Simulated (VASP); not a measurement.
Here is a VASP 6.6.1 calculation.

The input INCAR:

```
  ALGO = Normal
  EDIFF = 1E-7
  ENCUT = 520
  GGA = PE
  ISIF = 2
  ISMEAR = -1
  LASPH = T
  LCHARG = T
  LELF = T
  LREAL = F
  LVHAR = T
  LWAVE = F
  NBANDS = 28
  NELM = 80
  PREC = Accurate
  SIGMA = 0.02
```

The input KPOINTS:

```
k-points
0
Gamma
  6 6 4
```

POSCAR

```
TePb
1.0
    4.4781391789      0.0000000000      0.0000000000
   -2.2390695895      3.8781822906      0.0000000000
    0.0000000000      0.0000000000      7.7952490245
Pb Te
2 2
Direct
    0.0000000000      0.0000000000      0.0000000000
    0.0000000000      0.0000000000      0.5000000000
    0.3333333333      0.6666666667      0.2500000000
    0.6666666667      0.3333333333      0.7500000000
```

Potentials or basis: VASP PAW PBE potentials, release 64 (Pb_d, Te).

The run is started by

```bash
$ cat potpaw_PBE.64/Pb_d/POTCAR potpaw_PBE.64/Te/POTCAR > POTCAR
$ mpirun -np 1 vasp_std > vasp.out
```

Question: Estimate the pressure.

Answer: 2.6 GPa.

Question: What does it give for the band gap on the k mesh?

Answer: Zero (band 20 reaches 6.22 eV, above the bottom of band 21 at 6.16 eV).

Stress tensor (GPa, compression positive):
```
2.49 0.00 0.00
0.00 2.49 0.00
0.00 0.00 2.84
```

Caveat: spin-orbit coupling is left out, which moves the levels of the heavy elements.
